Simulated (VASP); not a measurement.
Set up this calculation in VASP 6.6.1, as the native input.

| Item | Value |
| --- | --- |
| Task | single point |
| Functional | PBEsol |
| Potentials or basis | VASP PAW PBE potentials, release 64 (Mg) |
| Cutoff | 520 eV |
| k mesh | 9 × 9 × 4 |
| Occupations | gaussian, width 0.1 eV |
| Spin | no spin polarisation |
| Dipole correction | no |
| Further INCAR settings | ALGO = Normal; EDIFF = 1e-06; NBANDS = 9 |

The structure of Mg lies in POSCAR:

```
Mg
1.0
    2.8850910214      0.0000000000      0.0000000000
   -1.4425455107      2.4985621167      0.0000000000
    0.0000000000      0.0000000000      4.6993225069
Mg
2
Direct
    0.3333333333      0.6666666667      0.2500000000
    0.6666666667      0.3333333333      0.7500000000
```

The input as run:

INCAR

```
SYSTEM = Mg
  PREC = Accurate
  ENCUT = 520
  EDIFF = 1E-6
  ISMEAR = 0
  SIGMA = 0.1
  LREAL = .False.
  LASPH = .True.
  NELM = 80
  ALGO = Normal
  ISIF = 2
  LWAVE = .False.
  LCHARG = .False.
  GGA = PS
  NBANDS = 9
```

KPOINTS

```
Automatic mesh
0
Gamma
  9 9 4
  0 0 0
```

Potentials or basis: VASP PAW PBE potentials, release 64 (Mg).

Run with:

```bash
$ cat potpaw_PBE.64/Mg/POTCAR > POTCAR
$ mpirun -np 1 vasp_std > vasp.out
```

Results of the run:

```yaml
Pressure: 18.8 GPa
Band_gap_on_the_k_mesh: zero (band 2 reaches 5.32 eV, above the bottom of band 3 at 3.12 eV)
```

Caveat: the PAW data sets were made with another functional, which shifts forces and pressure a little.

Wall time 5.3 s on 1 thread of Intel(R) Xeon(R) Platinum 8488C (Sapphire Rapids) (shared host), peak memory 0.15 GiB.
